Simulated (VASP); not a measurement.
# BaTiO3 (R-3m) in VASP: a series of runs

Runs on BaTiO3. Level: LDA. Tasks: single point.

All numbers are computed with VASP 6.6.1; they aren't measurements. Logs are shortened: lines on timing, memory, paths and dates and some standing lists are left out, and cuts for length are marked.

### Step 1. The cell of the first run

It takes space group R-3m (No. 166, trigonal). Conventional cell: a = 5.611 Å, b = 5.611 Å, c = 7.080 Å, α = 90.00°, β = 90.00°, γ = 120.00°. Within 3.7 Å of Ba (site symmetry -3m) lie 12 O at 2.81 to 2.86 Å and 8 Ti at 3.45 to 3.54 Å. Ti (site symmetry -3m) has 6 O at 2.00 Å within 2.7 Å. Within 2.7 Å of O (site symmetry 2/m) lie 2 Ti at 2.00 Å.

### Step 2. Single point, LDA (equal xy, yz and zx shear strains of +2 %)

Input file INCAR:

```
SYSTEM = BaTiO3
PREC     = Accurate       ! precision mode
ENCUT    = 520            ! plane-wave cutoff, eV
EDIFF    = 1E-6           ! SCF threshold, eV
ISMEAR   = -1             ! smearing method
SIGMA    = 0.05           ! smearing width, eV
LREAL    = .False.        ! projectors in reciprocal space
LASPH    = .True.         ! aspherical terms in the spheres
NELM     = 60             ! most SCF steps
ALGO     = Normal         ! electronic algorithm
ISIF     = 2              ! what is computed and relaxed
LWAVE    = .False.        ! write WAVECAR
LCHARG   = .False.        ! write CHGCAR
NBANDS   = 28             ! bands
```

Input file KPOINTS:

```
Automatic mesh
0
Gamma
  8 8 8
  0 0 0
```

Input file POSCAR:

```
BaTiO3
1.0
    4.0073000000      0.0400730000      0.0400730000
    0.0400730000      4.0073000000      0.0400730000
    0.0400730000      0.0400730000      4.0073000000
Ba Ti O
1 1 3
Direct
    0.5000000000      0.5000000000      0.5000000000
    0.0000000000      0.0000000000      0.0000000000
    0.5000000000      0.0000000000      0.0000000000
    0.0000000000      0.5000000000      0.0000000000
    0.0000000000      0.0000000000      0.5000000000
```

Potentials or basis: VASP PAW LDA potentials, release 64 (Ba_sv, Ti_sv, O).

Launch:

```bash
$ cat potpaw_LDA.64/Ba_sv/POTCAR potpaw_LDA.64/Ti_sv/POTCAR potpaw_LDA.64/O/POTCAR > POTCAR
$ mpirun -np 1 vasp_std > vasp.out
```

OUTCAR:

```text
SYSTEM = BaTiO3
   PREC = Accurate
   ENCUT = 520
   EDIFF = 1E-6
   ISMEAR = -1
   LREAL = .False.
   LASPH = .True.
   NELM = 60
   ISIF = 2

 ion  position               nearest neighbor table
   1  0.500  0.500  0.500-   3 2.81   4 2.81   3 2.81   5 2.81   4 2.81   5 2.81   3 2.86   3 2.86
                             4 2.86   5 2.86   4 2.86   5 2.86   2 3.45   2 3.45   2 3.45   2 3.45
   2  0.000  0.000  0.000-   3 2.00   4 2.00   5 2.00   5 2.00   4 2.00   3 2.00   1 3.45   1 3.45
                             1 3.45   1 3.45   1 3.45   1 3.45   1 3.54   1 3.54
   3  0.500  0.000  0.000-   2 2.00   2 2.00   1 2.81   1 2.81   1 2.86   1 2.86
   4  0.000  0.500  0.000-   2 2.00   2 2.00   1 2.81   1 2.81   1 2.86   1 2.86
   5  0.000  0.000  0.500-   2 2.00   2 2.00   1 2.81   1 2.81   1 2.86   1 2.86

  LATTYP: Found a trigonal (rhomboedric) cell.
 ALAT       =     4.0077007100
 COS(alpha) =     0.0200959808

  Lattice vectors:

 A1 = (   4.0073000000,   0.0400730000,   0.0400730000)
 A2 = (   0.0400730000,   4.0073000000,   0.0400730000)
 A3 = (   0.0400730000,   0.0400730000,   4.0073000000)

Analysis of symmetry for initial positions (statically):
=====================================================================
 Subroutine PRICEL returns:
 Original cell was already a primitive cell.

 Routine SETGRP: Setting up the symmetry group for a
 trigonal (rhombohedral) supercell.

 Subroutine GETGRP returns: Found 12 space group operations
 (whereof 12 operations were pure point group operations)
 out of a pool of 12 trial point group operations.

The static configuration has the point symmetry D_3d.

Analysis of symmetry for dynamics (positions and initial velocities):
=====================================================================
 Subroutine PRICEL returns:
 Original cell was already a primitive cell.

 Routine SETGRP: Setting up the symmetry group for a
 trigonal (rhombohedral) supercell.

 Subroutine GETGRP returns: Found 12 space group operations
 (whereof 12 operations were pure point group operations)
 out of a pool of 12 trial point group operations.

The dynamic configuration has the point symmetry D_3d.

 Subroutine INISYM returns: Found 12 space group operations
 (whereof 12 operations are pure point group operations),
 and found     1 'primitive' translations

----------------------------------------------------------------------------------------

                                     Primitive cell

  volume of cell :      64.3319

  direct lattice vectors                    reciprocal lattice vectors
     4.007300000  0.040073000  0.040073000     0.249594006 -0.002471228 -0.002471228
     0.040073000  4.007300000  0.040073000    -0.002471228  0.249594006 -0.002471228
     0.040073000  0.040073000  4.007300000    -0.002471228 -0.002471228  0.249594006

  length of vectors
     4.007700710  4.007700710  4.007700710     0.249618472  0.249618472  0.249618472

  position of ions in fractional coordinates (direct lattice)
     0.500000000  0.500000000  0.500000000
     0.000000000  0.000000000  0.000000000
     0.500000000  1.000000000  0.000000000
     1.000000000  0.500000000  0.000000000
     0.000000000  0.000000000  0.500000000

  ion indices of the primitive-cell ions
   primitive index   ion index
                 1           1
                 2           2
                 3           3
                 4           4
                 5           5

----------------------------------------------------------------------------------------

 KPOINTS: Automatic mesh

Automatic generation of k-mesh.
 Grid dimensions read from file:
 generate k-points for:    8    8    8

 Generating k-lattice:

  Cartesian coordinates                     Fractional coordinates (reciprocal lattice)
     0.031199251 -0.000308903 -0.000308903     0.125000000 -0.000000000  0.000000000
    -0.000308903  0.031199251 -0.000308903    -0.000000000  0.125000000  0.000000000
    -0.000308903 -0.000308903  0.031199251     0.000000000  0.000000000  0.125000000

  Length of vectors
     0.031202309  0.031202309  0.031202309

  Shift w.r.t. Gamma in fractional coordinates (k-lattice)
     0.000000000  0.000000000  0.000000000

 Subroutine IBZKPT returns following result:
 ===========================================

 Found     65 irreducible k-points:

 Following reciprocal coordinates:
            Coordinates               Weight
  0.000000  0.000000  0.000000      1.000000
  0.125000 -0.000000  0.000000      6.000000
  0.250000 -0.000000  0.000000      6.000000
  0.375000  0.000000  0.000000      6.000000
  0.500000 -0.000000  0.000000      3.000000
  0.125000  0.125000  0.000000      6.000000
[... 16 lines left out ...]
  0.250000  0.125000  0.125000      6.000000
  0.375000  0.125000  0.125000      6.000000
 [... further k-points ...]
   k-points           NKPTS =     65   k-points in BZ     NKDIM =     65   number of bands    NBANDS=     28
   number of dos      NEDOS =    301   number of ions     NIONS =      5
   total plane-waves  NPLWV =  27000
   dimension x,y,z NGX =    30 NGY =   30 NGZ =   30
   dimension x,y,z NGXF=    60 NGYF=   60 NGZF=   60
   ions per type =               1   1   3
   NGX,Y,Z   is equivalent  to a cutoff of  12.44, 12.44, 12.44 a.u.
   NGXF,Y,Z  is equivalent  to a cutoff of  24.89, 24.89, 24.89 a.u.
 SYSTEM =  BaTiO3
   PREC   = accura    normal or accurate (medium, high low for compatibility)
   ISTART =      0    job   : 0-new  1-cont  2-samecut
   ICHARG =      2    charge: 1-file 2-atom 10-const
   ISPIN  =      1    spin polarized calculation?
   LNONCOLLINEAR =      F non collinear calculations
   LSORBIT =      F    spin-orbit coupling
   LASPH  =      T    aspherical Exc in radial PAW
   ENCUT  =  520.0 eV  38.22 Ry    6.18 a.u.   7.45  7.45  7.45*2*pi/ulx,y,z
   NELM   =     60;   NELMIN=  2; NELMDL= -5     # of ELM steps
   EDIFF  = 0.1E-05   stopping-criterion for ELM
   LREAL  =      F    real-space projection
   EDIFFG = 0.1E-04   stopping-criterion for IOM
   NSW    =      0    number of steps for IOM
   IBRION =     -1    ionic relax: 0-MD 1-quasi-New 2-CG
   NFREE  =      0    steps in history (QN), initial steepest desc. (CG)
   ISIF   =      2    stress and relaxation
   ISYM   =      2    0-nonsym 1-usesym 2-fastsym
   POTIM  = 0.5000    time-step for ionic-motion
   TEBEG  =    0.0;   TEEND  =   0.0 temperature during run
   PSTRESS=    0.0 pullay stress
   NELECT =      40.0000    total number of electrons
   NUPDOWN=      -1.0000    fix difference up-down
   EMIN   =  10.00;   EMAX   =-10.00  energy-range for DOS
   EFERMI =   0.00;   METHOD = LEGACY
   ISMEAR =    -1;   SIGMA  =   0.05  broadening in eV -4-tet -1-fermi 0-gaus
   EFERMI_NEDOS =   21; number of points for ismear=-14 and -15
   IALGO  =     38    algorithm
   IMIX   =      4    mixing-type and parameters
     AMIX     =   0.40;   BMIX     =  1.00
     AMIX_MAG =   1.60;   BMIX_MAG =  1.00
  volume/ion in A,a.u.               =      12.87        86.83
  Fermi-wavevector in a.u.,A,eV,Ry     =   1.397289  2.640493 26.564225  1.952415
  Thomas-Fermi vector in A             =   2.520560
   LORBIT       =      0    0 simple, 1 ext, 2 COOP (PROOUT), +10 PAW based schemes
   GGA     = CA    functional components
   LHFCALC =     F    Hartree Fock is set to
   AEXX    =    0.0000 exact exchange contribution
   IVDW    =     0    specifies the selected vdW correction
   LEPSILON=     F    determine dielectric tensor
   LRPA    =     F    only Hartree local field effects (RPA)
 non-spin polarized calculation
  energy-cutoff  :      520.00
  volume of cell :       64.33
 maximum number of plane-waves:      1761
 NGX is ok and might be reduce to    30
   NGX = 15   NGY = 15   NGZ = 15

 number of electron      39.9999969 magnetization

 Free energy of the ion-electron system (eV)
  ---------------------------------------------------
  ext. energy  EPLUGINS =         0.00000000
  ---------------------------------------------------
  free energy    TOTEN  =       -44.06685922 eV

  energy without entropy =      -44.06685921  energy(sigma->0) =      -44.06685921

 E-fermi :   4.3359     XC(G=0): -11.7202

 val. band max:        3.5196285999   @ k =   0.5000   0.5000   0.5000
 cond. band min:       5.1079479249   @ k =   0.0000   0.0000   0.0000
 fundamental gap:      1.5883193249
 Fermi energy:         4.3359451473

 k-point     1 :       0.0000    0.0000    0.0000
  band No.  band energies     occupation
      1     -52.4027      2.00000
      2     -29.0228      2.00000
      3     -29.0228      2.00000
      4     -28.9999      2.00000
      5     -21.1666      2.00000
      6     -13.0757      2.00000
[... 20 lines left out ...]
     27       8.3914      0.00000
     28      10.6357      0.00000

 k-point     2 :       0.1250   -0.0000    0.0000
  band No.  band energies     occupation
      1     -52.4025      2.00000
      2     -29.0284      2.00000
      3     -29.0225      2.00000
      4     -29.0018      2.00000
      5     -21.1492      2.00000
      6     -13.0855      2.00000
[... 20 lines left out ...]
     27       8.7030      0.00000
     28      11.0075      0.00000

 k-point     3 :       0.2500   -0.0000    0.0000
  band No.  band energies     occupation
      1     -52.4022      2.00000
      2     -29.0446      2.00000
      3     -29.0217      2.00000
      4     -29.0036      2.00000
      5     -21.1066      2.00000
      6     -13.1576      2.00000
[... 20 lines left out ...]
     27       9.5235      0.00000
     28      11.7968      0.00000

 k-point     4 :       0.3750    0.0000    0.0000
  band No.  band energies     occupation
      1     -52.4018      2.00000
      2     -29.0622      2.00000
      3     -29.0210      2.00000
      4     -29.0039      2.00000
      5     -21.0631      2.00000
      6     -13.2718      2.00000
[... 578 lines left out ...]
     27       9.2062      0.00000
     28      11.4630      0.00000

 k-point    23 :       0.2500    0.1250    0.1250
  band No.  band energies     occupation
      1     -52.4018      2.00000
      2     -29.0441      2.00000
      3     -29.0288      2.00000
      4     -29.0108      2.00000
      5     -21.0805      2.00000
      6     -13.0625      2.00000
[... 20 lines left out ...]
     27       9.9774      0.00000
     28      11.8610      0.00000

 k-point    24 :       0.3750    0.1250    0.1250
  band No.  band energies     occupation
      1     -52.4015      2.00000
      2     -29.0614      2.00000
      3     -29.0280      2.00000
      4     -29.0113      2.00000
      5     -21.0406      2.00000
      6     -13.1308      2.00000
[... 20 lines left out ...]
     27      10.9311      0.00000
     28      12.0717      0.00000

 [... further k-points ...]
[... 5 lines left out ...]
  --------------------------------------------------------------------------------------
  -------------------------------------------------------------------------------------
  Total       -2.9458375     -2.9458375     -2.9458375     -0.9795917     -0.9795917     -0.9795917
  in kB      -73.3657284    -73.3657284    -73.3657284    -24.3966129    -24.3966129    -24.3966129
  external PRESSURE =     -73.3657284 kB  Pullay stress =       0.0000000 kB

 VOLUME and BASIS-vectors are now :
 -----------------------------------------------------------------------------
  energy-cutoff  :      520.00
  volume of cell :       64.33
      direct lattice vectors                 reciprocal lattice vectors
     4.007300000  0.040073000  0.040073000     0.249594006 -0.002471228 -0.002471228
     0.040073000  4.007300000  0.040073000    -0.002471228  0.249594006 -0.002471228
     0.040073000  0.040073000  4.007300000    -0.002471228 -0.002471228  0.249594006

 POSITION                                       TOTAL-FORCE (eV/Angst)
 -----------------------------------------------------------------------------------
      2.04372      2.04372      2.04372        -0.000000      0.000000     -0.000000
      0.00000      0.00000      0.00000         0.000000     -0.000000     -0.000000
      2.00365      0.02004      0.02004         0.000000      0.000000      0.000000
      0.02004      2.00365      0.02004         0.000000     -0.000000     -0.000000
      0.02004      0.02004      2.00365        -0.000000      0.000000     -0.000000
 -----------------------------------------------------------------------------------
    total drift:                                0.000000     -0.000000      0.000000

  FREE ENERGIE OF THE ION-ELECTRON SYSTEM (eV)
  ---------------------------------------------------
  free  energy   TOTEN  =       -44.0668592184 eV

  energy  without entropy=      -44.0668592112  energy(sigma->0) =      -44.06685921
```

It took 1.9 min on 1 thread of Intel Xeon Platinum 8259CL at 2.50GHz (Skylake/Cascade Lake), shared host; peak memory 0.23 GiB.

Results:

```yaml
Free_energy: -44.0669 eV
Pressure: -7.3 GPa
Band_gap_on_the_k_mesh: 1.59 eV, indirect (least direct gap 1.69 eV)
```

Stress tensor (GPa, compression positive):
```
-7.34 -2.44 -2.44
-2.44 -7.34 -2.44
-2.44 -2.44 -7.34
```

Caveat: the cell differs from its parent crystal (equal xy, yz and zx shear strains of +2 %); spin-orbit coupling is left out, which moves the levels of the heavy elements.

### Step 3. Single point, LDA (equal xy, yz and zx shear strains of -2 %)

Input file INCAR:

```
SYSTEM = BaTiO3
ALGO     = Normal         ! electronic algorithm
EDIFF    = 1E-7           ! SCF threshold, eV
ENCUT    = 520            ! plane-wave cutoff, eV
GGA      = CA             ! functional
ISIF     = 2              ! what is computed and relaxed
ISMEAR   = -1             ! smearing method
LASPH    = .True.         ! aspherical terms in the spheres
LCHARG   = .False.        ! write CHGCAR
LREAL    = .False.        ! projectors in reciprocal space
LWAVE    = .False.        ! write WAVECAR
NBANDS   = 28             ! bands
NELM     = 60             ! most SCF steps
PREC     = Accurate       ! precision mode
SIGMA    = 0.05           ! smearing width, eV
```

Input file KPOINTS:

```
k-points
0
Gamma
  8 8 8
  0 0 0
```

Changes to POSCAR since step 2:

```diff
@@ -2,5 +2,5 @@
 1.0
-    4.0073000000      0.0400730000      0.0400730000
-    0.0400730000      4.0073000000      0.0400730000
-    0.0400730000      0.0400730000      4.0073000000
+    4.0073000000     -0.0400730000     -0.0400730000
+   -0.0400730000      4.0073000000     -0.0400730000
+   -0.0400730000     -0.0400730000      4.0073000000
 Ba Ti O
```

Potentials or basis: VASP PAW LDA potentials, release 64 (Ba_sv, Ti_sv, O).

Launch:

```bash
$ cat potpaw_LDA.64/Ba_sv/POTCAR potpaw_LDA.64/Ti_sv/POTCAR potpaw_LDA.64/O/POTCAR > POTCAR
$ mpirun -np 1 vasp_std > vasp.out
```

OUTCAR:

```text
SYSTEM = BaTiO3
   EDIFF = 1E-7
   ENCUT = 520
   GGA = CA
   ISIF = 2
   ISMEAR = -1
   LASPH = .True.
   LREAL = .False.
   NELM = 60
   PREC = Accurate

 ion  position               nearest neighbor table
   1  0.500  0.500  0.500-   3 2.81   4 2.81   5 2.81   3 2.81   4 2.81   5 2.81   5 2.86   3 2.86
                             4 2.86   5 2.86   4 2.86   3 2.86   2 3.40   2 3.40   2 3.49   2 3.49
   2  0.000  0.000  0.000-   3 2.00   4 2.00   5 2.00   5 2.00   4 2.00   3 2.00   1 3.40   1 3.40
                             1 3.49   1 3.49   1 3.49   1 3.49   1 3.49   1 3.49
[... 952 lines left out ...]
  -------------------------------------------------------------------------------------
  Total       -2.9390864     -2.9390864     -2.9390864      0.9955671      0.9955671      0.9955671
  in kB      -73.1978880    -73.1978880    -73.1978880     24.7945782     24.7945782     24.7945782
  external PRESSURE =     -73.1978880 kB  Pullay stress =       0.0000000 kB

 VOLUME and BASIS-vectors are now :
 -----------------------------------------------------------------------------
  energy-cutoff  :      520.00
  volume of cell :       64.33
      direct lattice vectors                 reciprocal lattice vectors
     4.007300000 -0.040073000 -0.040073000     0.249595004  0.002521162  0.002521162
    -0.040073000  4.007300000 -0.040073000     0.002521162  0.249595004  0.002521162
    -0.040073000 -0.040073000  4.007300000     0.002521162  0.002521162  0.249595004

 POSITION                                       TOTAL-FORCE (eV/Angst)
 -----------------------------------------------------------------------------------
      1.96358      1.96358      1.96358         0.000000     -0.000000      0.000000
      0.00000      0.00000      0.00000        -0.000000      0.000000      0.000000
      2.00365     -0.02004     -0.02004        -0.000000     -0.000000     -0.000000
     -0.02004      2.00365     -0.02004         0.000000      0.000000      0.000000
     -0.02004     -0.02004      2.00365        -0.000000      0.000000      0.000000
 -----------------------------------------------------------------------------------
    total drift:                                0.000000     -0.000000      0.000000

  FREE ENERGIE OF THE ION-ELECTRON SYSTEM (eV)
  ---------------------------------------------------
  free  energy   TOTEN  =       -44.0661457390 eV

  energy  without entropy=      -44.0661457315  energy(sigma->0) =      -44.06614574
```

Wall time 2.1 min (1 thread of Intel Xeon Platinum 8259CL at 2.50GHz (Skylake/Cascade Lake), shared host); peak memory 0.23 GiB.

Results:

```yaml
Free_energy: -44.0661 eV
Pressure: -7.3 GPa
Band_gap_on_the_k_mesh: 1.54 eV, indirect (least direct gap 1.61 eV)
```

Stress tensor (GPa, compression positive):
```
-7.32  2.48  2.48
 2.48 -7.32  2.48
 2.48  2.48 -7.32
```

Caveat: the cell differs from its parent crystal (equal xy, yz and zx shear strains of -2 %); spin-orbit coupling is left out, which moves the levels of the heavy elements.
